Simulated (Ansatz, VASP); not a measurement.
**Ag2O: VASP beside Ansatz**

```
Ag O
1.0
     4.63677    0.00000    0.00000
     0.00000    4.63677    0.00000
     0.00000    0.00000    4.63677
Ag O
4 2
Direct
  0.25000 0.25000 0.25000
  0.25000 0.75000 0.75000
  0.75000 0.75000 0.25000
  0.75000 0.25000 0.75000
  0.00000 0.00000 0.00000
  0.50000 0.50000 0.50000
```

Alike in both runs: functional LDA; k mesh 8 × 8 × 8; occupations gaussian, width 0.1 eV; no spin polarisation.

Ansatz relaxed the structure, and its values are those at the end. VASP's run is a single point on that final structure, the one shown.

|  | VASP | Ansatz |
| --- | --- | --- |
| version | VASP 6.6.1 | Ansatz 0.2.0 |
| potentials or method | VASP PAW LDA potentials, release 64 (Ag, O), cutoff 600 eV | scalar-relativistic, plane waves, PAW |
| valence electrons in the cell | 56 | 88 |

```csv
,VASP,Ansatz,Ansatz less VASP
gap on the k mesh at the Fermi level (eV),0.12,0.11,-0.010
least direct gap on the mesh (eV),0.12,0.11,-0.010
pressure (GPa),0.0,0.0,-0.04
```

LDA's correlation is that of Perdew and Zunger in VASP and of Perdew and Wang (1992) in Ansatz. VASP's potentials hold 56 valence electrons a cell and Ansatz's 88, so a difference there can come from the potentials and not from the codes.
